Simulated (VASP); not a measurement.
# KZrN (P-6m2) in VASP: relaxation of cell and atoms with PBE

Aim: the relaxation of cell and atoms of KZrN with PBE.

All numbers are computed with VASP 6.6.1; they aren't measurements. Logs are shortened: lines on timing, memory, paths and dates and some standing lists are left out, and cuts for length are marked.

### 1 The cell of the first run

Symmetry: P-6m2, No. 187, hexagonal system. Conventional cell: a = 4.263 Å, b = 4.263 Å, c = 4.537 Å, α = 90.00°, β = 90.00°, γ = 120.00°. K (site symmetry -6m2) has 6 Zr at 3.35 Å and 6 N at 3.35 Å and 8 K at 4.26 to 4.54 Å within 4.6 Å. Zr (site symmetry -6m2) has 3 N at 2.46 Å within 3.2 Å. N (site symmetry -6m2) has 3 Zr at 2.46 Å within 3.2 Å.

The cell was built from a structure type or drawn by symmetry, and may not be a known phase.

### 2 Relaxation of cell and atoms, PBE

INCAR reads:

```
PREC = Accurate ; ENCUT = 910
EDIFF = 1E-7 ; ISMEAR = 0
SIGMA = 0.1 ; LREAL = F
LASPH = T ; NELM = 120
ALGO = Normal ; ISIF = 3
LWAVE = F ; LCHARG = F
GGA = PE ; IBRION = 2
NSW = 90 ; EDIFFG = -0.04
GGA_COMPAT = F ; NELMIN = 4
```

KPOINTS reads:

```
regular mesh
0
Gamma
  6 6 4
```

POSCAR reads:

```
KZrN
1.0
    4.2629175000      0.0000000000      0.0000000000
   -2.1314587500      3.6917948400      0.0000000000
    0.0000000000      0.0000000000      4.5373645200
K Zr N
1 1 1
Direct
    0.0000000000      0.0000000000      0.0000000000
    0.6666666700      0.3333333300      0.5000000000
    0.3333333300      0.6666666700      0.5000000000
```

Potentials or basis: VASP PAW PBE potentials, release 64 (K_sv, Zr_sv, N_h).

Started as:

```
> cat potpaw_PBE.64/K_sv/POTCAR potpaw_PBE.64/Zr_sv/POTCAR potpaw_PBE.64/N_h/POTCAR > POTCAR
> mpirun -np 1 vasp_std > vasp.out
```

OUTCAR:

```text
PREC = Accurate
   ENCUT = 910
   EDIFF = 1E-7
   ISMEAR = 0
   LREAL = F
   LASPH = T
   NELM = 120
   ISIF = 3
   GGA = PE
   IBRION = 2
   NSW = 90
   EDIFFG = -0.04
   NELMIN = 4

 ion  position               nearest neighbor table
   1  0.000  0.000  0.000-   2 3.35   2 3.35   2 3.35   2 3.35   2 3.35   2 3.35
   2  0.667  0.333  0.500-   3 2.46   3 2.46   3 2.46   1 3.35   1 3.35   1 3.35   1 3.35   1 3.35
                             1 3.35
   3  0.333  0.667  0.500-   2 2.46   2 2.46   2 2.46

  LATTYP: Found a hexagonal cell.
 ALAT       =     4.2629175000
 C/A-ratio  =     1.0643800918

  Lattice vectors:

 A1 = (   4.2629175000,   0.0000000000,   0.0000000000)
 A2 = (  -2.1314587500,   3.6917948400,   0.0000000000)
 A3 = (   0.0000000000,   0.0000000000,   4.5373645200)

Analysis of symmetry for initial positions (statically):
=====================================================================
 Subroutine PRICEL returns:
 Original cell was already a primitive cell.

 Routine SETGRP: Setting up the symmetry group for a
 hexagonal supercell.

 Subroutine GETGRP returns: Found 12 space group operations
 (whereof 12 operations were pure point group operations)
 out of a pool of 24 trial point group operations.

The static configuration has the point symmetry D_3h.

Analysis of symmetry for dynamics (positions and initial velocities):
=====================================================================
 Subroutine PRICEL returns:
 Original cell was already a primitive cell.

 Routine SETGRP: Setting up the symmetry group for a
 hexagonal supercell.

 Subroutine GETGRP returns: Found 12 space group operations
 (whereof 12 operations were pure point group operations)
 out of a pool of 24 trial point group operations.

The dynamic configuration has the point symmetry D_3h.

 Subroutine INISYM returns: Found 12 space group operations
 (whereof 12 operations are pure point group operations),
 and found     1 'primitive' translations

----------------------------------------------------------------------------------------

                                     Primitive cell

  volume of cell :      71.4082

  direct lattice vectors                    reciprocal lattice vectors
     4.262917500  0.000000000  0.000000000     0.234581129  0.135435478  0.000000000
    -2.131458750  3.691794840  0.000000000     0.000000000  0.270870957  0.000000000
     0.000000000  0.000000000  4.537364520     0.000000000  0.000000000  0.220392255

  length of vectors
     4.262917500  4.262917492  4.537364520     0.270870956  0.270870957  0.220392255
[... 79 lines left out ...]
   EDIFF  = 0.1E-06   stopping-criterion for ELM
   LREAL  =      F    real-space projection
   EDIFFG = -.4E-01   stopping-criterion for IOM
   NSW    =     90    number of steps for IOM
   IBRION =      2    ionic relax: 0-MD 1-quasi-New 2-CG
   NFREE  =      1    steps in history (QN), initial steepest desc. (CG)
   ISIF   =      3    stress and relaxation
   ISYM   =      2    0-nonsym 1-usesym 2-fastsym
   POTIM  = 0.5000    time-step for ionic-motion
   TEBEG  =    0.0;   TEEND  =   0.0 temperature during run
   PSTRESS=    0.0 pullay stress
   NELECT =      26.0000    total number of electrons
   NUPDOWN=      -1.0000    fix difference up-down
   EMIN   =  10.00;   EMAX   =-10.00  energy-range for DOS
   EFERMI =   0.00;   METHOD = LEGACY
   ISMEAR =     0;   SIGMA  =   0.10  broadening in eV -4-tet -1-fermi 0-gaus
   EFERMI_NEDOS =   21; number of points for ismear=-14 and -15
   IALGO  =     38    algorithm
   IMIX   =      4    mixing-type and parameters
     AMIX     =   0.40;   BMIX     =  1.00
     AMIX_MAG =   1.60;   BMIX_MAG =  1.00
  volume/ion in A,a.u.               =      23.80       160.63
  Fermi-wavevector in a.u.,A,eV,Ry     =   1.169006  2.209100 18.593367  1.366574
  Thomas-Fermi vector in A             =   2.305484
   LORBIT       =      0    0 simple, 1 ext, 2 COOP (PROOUT), +10 PAW based schemes
   GGA     = PE    functional components
   LHFCALC =     F    Hartree Fock is set to
   AEXX    =    0.0000 exact exchange contribution
   IVDW    =     0    specifies the selected vdW correction
   LEPSILON=     F    determine dielectric tensor
   LRPA    =     F    only Hartree local field effects (RPA)
 conjugate gradient relaxation of ions
 non-spin polarized calculation
 Gauss-broadening in eV      SIGMA  =   0.10
  energy-cutoff  :      910.00
  volume of cell :       71.41
 maximum number of plane-waves:      4499
 NGX is ok and might be reduce to    42
   NGX = 21   NGY = 21   NGZ = 23

--------------------------------------- Ionic step        1  -------------------------------------------

 number of electron      26.0000001 magnetization

 Free energy of the ion-electron system (eV)
  ---------------------------------------------------
  ext. energy  EPLUGINS =         0.00000000
  ---------------------------------------------------
  free energy    TOTEN  =       -16.81738710 eV

  energy without entropy =      -16.80196047  energy(sigma->0) =      -16.80967378

------------------------ aborting loop because EDIFF is reached ----------------------------------------

  FORCE on cell =-STRESS in cart. coord.  units (eV):
  Direction    XX          YY          ZZ          XY          YZ          ZX
  --------------------------------------------------------------------------------------
  -------------------------------------------------------------------------------------
  Total       -8.5849823     -8.5849822      2.3077191      0.0000000      0.0000000      0.0000000
  in kB     -192.6201997   -192.6201987     51.7780122      0.0000000      0.0000000      0.0000000
  external PRESSURE =    -111.1541287 kB  Pullay stress =       0.0000000 kB
[... 519 lines left out ...]
  FREE ENERGIE OF THE ION-ELECTRON SYSTEM (eV)
  ---------------------------------------------------
  free  energy   TOTEN  =       -18.1486389355 eV

  energy  without entropy=      -18.1338986479  energy(sigma->0) =      -18.14126879

[... ionic steps 4 to 8 ...]

--------------------------------------- Ionic step        9  -------------------------------------------

 number of electron      26.0000000 magnetization

------------------------ aborting loop because EDIFF is reached ----------------------------------------
[... 496 lines left out ...]
--------------------------------------- Ionic step       11  -------------------------------------------

 number of electron      26.0000000 magnetization

 Free energy of the ion-electron system (eV)
  ---------------------------------------------------
  ext. energy  EPLUGINS =         0.00000000
  ---------------------------------------------------
  free energy    TOTEN  =       -19.18300325 eV

  energy without entropy =      -19.17557984  energy(sigma->0) =      -19.17929155

 E-fermi :   4.4625     XC(G=0):  -8.9596

 val. band max:        4.4369839659   @ k =   0.0000   0.0000   0.5000
 cond. band min:       4.5025073071   @ k =   0.3333   0.3333   0.2500
 fundamental gap:      0.0655233412
 Fermi energy:         4.4625432714
[... 448 lines left out ...]
  FREE ENERGIE OF THE ION-ELECTRON SYSTEM (eV)
  ---------------------------------------------------
  free  energy   TOTEN  =       -19.1830032458 eV

  energy  without entropy=      -19.1755798445  energy(sigma->0) =      -19.17929155

 reached required accuracy - stopping structural energy minimisation
```

It took 7.7 min on 1 thread of Intel Xeon Platinum 8559C (Emerald Rapids), shared host; peak memory 0.33 GiB.

What came out:

```yaml
Free_energy: -19.1830 eV
Relaxed_volume: 23.86 Å³/atom
Relaxed_cell: a = 3.649 Å, b = 3.649 Å, c = 6.207 Å, α = 90.00°, β = 90.00°, γ = 120.00°
Space_group_after_relaxing_to_0.1_Å: P-6m2 (No. 187)
Energy_gained_by_relaxing: 788.5 meV/atom
Ionic_steps: 11
Pressure_after_relaxing: 0.1 GPa
Band_gap_on_the_k_mesh: zero (bands 13 and 14 overlap by 0.04 eV)
```

The path:
| step | energy change (eV) | largest force (eV/Å) | pressure (GPa) | volume (Å³) |
| --- | --- | --- | --- | --- |
| 1 | 0.0000 | 0.0000 | -11.12 | 71.41 |
| 2 | -1.2914 | 0.0000 | 11.26 | 55.02 |
| 3 | -1.3313 | 0.0000 | 6.51 | 56.82 |
| 4 | -1.7789 | 0.0000 | 6.06 | 60.17 |
| 5 | -2.1593 | 0.0000 | 7.53 | 68.49 |
| 6 | -2.2632 | 0.0000 | 6.52 | 65.98 |
| 7 | -2.1578 | 0.0000 | -6.97 | 80.28 |
| 8 | -2.3638 | 0.0000 | -0.21 | 71.52 |
| 9 | -2.3638 | 0.0000 | -0.06 | 71.37 |
| 10 | -2.3638 | 0.0000 | 0.05 | 71.26 |
| 11 | -2.3656 | 0.0000 | 0.07 | 71.58 |

Final structure:
```xyz
3
Lattice="3.6491 0.0000 0.0000 -1.8245 3.1602 0.0000 0.0000 0.0000 6.2074" Properties=species:S:1:pos:R:3 pbc="T T T"
K     0.0000    0.0000    0.0000
Zr    1.8245    1.0534    3.1037
N     0.0000    2.1068    3.1037
```

Caveat: the cutoff is under 1.25 times the usual one of these potentials, so pressure, stress and relaxed cells hold a basis-set (Pulay) error; a cell axis changed by over 15 % at a fixed basis, so the end point is rough.
